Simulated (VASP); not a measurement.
Runs of VASP 6.6.1 on Ta. The structure is that of space group Fm-3m (No. 225), or close to it. The cells are those of the table. 

| task | cell | k mesh | cutoff (eV) | gap on the mesh (eV) | pressure (GPa) |
| --- | --- | --- | --- | --- | --- |
| single point | a = 3.014 Å, angles 60.0°, 1 atom | 14 × 14 × 14 | 520 | none | -6.7 |
| single point | a = 2.975 Å, angles 60.0°, 1 atom | 21 × 21 × 21 | 520 | none | 0.6 |
| single point | a = 2.975 Å, angles 60.0°, 1 atom | 13 × 13 × 13 | 520 | none | (b) |
| relaxation of cell and atoms | relaxed from a = 2.945 Å, angles 60.0°, 1 atom | 13 × 13 × 13 | 600 | none | 0.0 |
| single point | a = 2.894 Å, angles 60.0°, 1 atom | 14 × 14 × 14 | 520 | none | 20.0 |
| single point | a = 2.975 Å, angles 60.0°, 1 atom | 14 × 14 × 14 | 520 | none | 0.6 |
| single point | a = 3.090 Å, angles 60.0°, 1 atom | 14 × 14 × 14 | 520 | none | (a) |
| single point | a = 2.851 Å, angles 60.0°, 1 atom | 14 × 14 × 14 | 520 | none | 32.8 |
| single point | a = 2.935 Å, angles 60.0°, 1 atom | 14 × 14 × 14 | 520 | none | 9.4 |
| single point | a = 3.053 Å, angles 60.0°, 1 atom | 14 × 14 × 14 | 520 | none | -12.9 |

Alike in all rows: level r2SCAN; potentials or basis VASP PAW PBE potentials, release 64 (Ta_pv); no spin polarisation; smearing fermi-dirac 0.1 eV.

Fill in the values left out.

(a) -17.9; (b) 0.5.

Caveats: the PAW data sets were made with another functional, which shifts forces and pressure a little; spin-orbit coupling is left out, which moves the levels of the heavy elements.

A k mesh can miss the band edges, and the runs leave out spin-orbit coupling on Ta.

A gap of «none» marks levels without a gap at the run's occupations.
